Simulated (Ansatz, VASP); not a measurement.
## One calculation of CdH2O2, two programs

The input INCAR:

```
SYSTEM = CdH2O2
PREC = Accurate
ENCUT = 600
EDIFF = 1E-6
ISMEAR = 0
SIGMA = 0.1
LREAL = .FALSE.
LASPH = .TRUE.
NELM = 120
ALGO = Normal
ISIF = 2
LWAVE = .FALSE.
LCHARG = .TRUE.
LELF = .TRUE.
LVHAR = .TRUE.
NBANDS = 25
GGA_COMPAT = .FALSE.
```

Contents of KPOINTS:

```
regular mesh
0
G
  6 6 4
  0 0 0
```

File POSCAR:

```
CdH2O2
1.0
    3.5155259648      0.0000000000      0.0000000000
   -1.7577629824      3.0445347931      0.0000000000
    0.0000000000      0.0000000000      4.6429792900
Cd H O
1 2 2
Direct
    0.0000000000      0.0000000000      0.0000000000
    0.6666666700      0.3333333300      0.5509607200
    0.3333333300      0.6666666700      0.4490392800
    0.6666666700      0.3333333300      0.7593720000
    0.3333333300      0.6666666700      0.2406280000
```

Input for Ansatz:

```yaml
crystal:
  lattice:
    - [3.5155259648, 0.0, 0.0]
    - [-1.7577629824, 3.0445347931, 0.0]
    - [0.0, 0.0, 4.64297929]
  atoms:
    - { symbol: Cd, position: [0.0, 0.0, 0.0] }
    - { symbol: H, position: [0.66666667, 0.33333333, 0.55096072] }
    - { symbol: H, position: [0.33333333, 0.66666667, 0.44903928] }
    - { symbol: O, position: [0.66666667, 0.33333333, 0.759372] }
    - { symbol: O, position: [0.33333333, 0.66666667, 0.240628] }
basis:
  ecutwfc: 420
kpoints:
  mp_grid: { grid: [6, 6, 4] }
hamiltonian:
  xc: lda
scf:
  occupations: { method: gaussian, width: 0.1 }
output:
  forces: true
  stress: true
  eigenvalues: true
```

Alike in both runs: task single point; functional LDA; k mesh 6 × 6 × 4; occupations gaussian, width 0.1 eV; no spin polarisation.

```csv
,VASP,Ansatz
version,VASP 6.6.1,Ansatz 0.2.0
potentials or method,"VASP PAW LDA potentials, release 64 (Cd_sv_GW, H, O), cutoff 600 eV","scalar-relativistic, plane waves, PAW"
valence electrons in the cell,34,34
```

|  | VASP | Ansatz | Ansatz less VASP |
| --- | --- | --- | --- |
| gap on the k mesh at the Fermi level (eV) | 1.56 | 1.56 | -0.009 |
| least direct gap on the mesh (eV) | 1.92 | 1.91 | -0.010 |
| pressure (GPa) | -4.3 | -4.2 | +0.09 |
| traceless stress, the component that is largest in VASP (GPa) | 3.66 | 2.89 | -0.766 |
| rms of the force components (eV/Å) | 0.483 | 0.393 | -0.0901 |

LDA's correlation is that of Perdew and Zunger in VASP and of Perdew and Wang (1992) in Ansatz. Atom by atom the forces differ by 0.093 eV/Å (rms over components).
